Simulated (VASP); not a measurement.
A run of VASP 6.6.1 is set up as follows.

INCAR

```
SYSTEM = Be
PREC = Accurate
ENCUT = 520
EDIFF = 1E-6
ISMEAR = 0
SIGMA = 0.15
LREAL = .FALSE.
LASPH = .TRUE.
NELM = 60
ALGO = Normal
ISIF = 2
LWAVE = .FALSE.
LCHARG = .FALSE.
GGA = PE
NBANDS = 25
```

The input KPOINTS:

```
regular mesh
0
G
  5 5 1
  0 0 0
```

POSCAR

```
Be
1.0
    4.5800000000      0.0000000000      0.0000000000
    2.2900000000      3.9663960000      0.0000000000
    0.0000000000      0.0000000000     15.5884300000
Be
13
Direct
    0.0000000000      0.0000000000      0.0641500780
    0.5000000000      0.0000000000      0.0641500780
    0.0000000000      0.5000000000      0.0641500780
    0.5000000000      0.5000000000      0.0641500780
   -0.1665388745      0.3332541683      0.1835712769
    0.3345756791      0.3310062838      0.1821357892
   -0.1689070896      0.8344582840      0.1821697887
    0.3345636311      0.8344260129      0.1821445136
   -0.0033889296      0.0070071168      0.2969498532
    0.5000818983     -0.0000100847      0.3185852584
   -0.0034354636      0.4963687438      0.2969055896
    0.5073895546      0.4963195808      0.2968710768
    1.1672973747     -0.3338716054      0.3947296809
```

Potentials or basis: VASP PAW PBE potentials, release 64 (Be).

The run is started by

```console
$ cat potpaw_PBE.64/Be/POTCAR > POTCAR
$ mpirun -np 1 vasp_std > vasp.out
```

Problem. What does it give for the largest force?

Solution. 0.081 eV/Å.

Problem. What does it give for the band gap on the k mesh?

Solution. 0.25 eV, indirect (the least direct gap lies 0.5 meV higher).

Forces in eV/Å, atoms in the order of the input:
```
Be   0.000  0.078 -0.018
Be   0.001 -0.001  0.036
Be  -0.067 -0.039 -0.019
Be   0.068 -0.039 -0.019
Be   0.000  0.000 -0.004
Be  -0.001 -0.001  0.002
Be  -0.001  0.000  0.001
Be   0.001  0.001  0.002
Be  -0.001  0.004  0.002
Be   0.000  0.000  0.003
Be  -0.004 -0.002  0.002
Be   0.003 -0.002  0.001
Be  -0.001  0.001  0.012
```
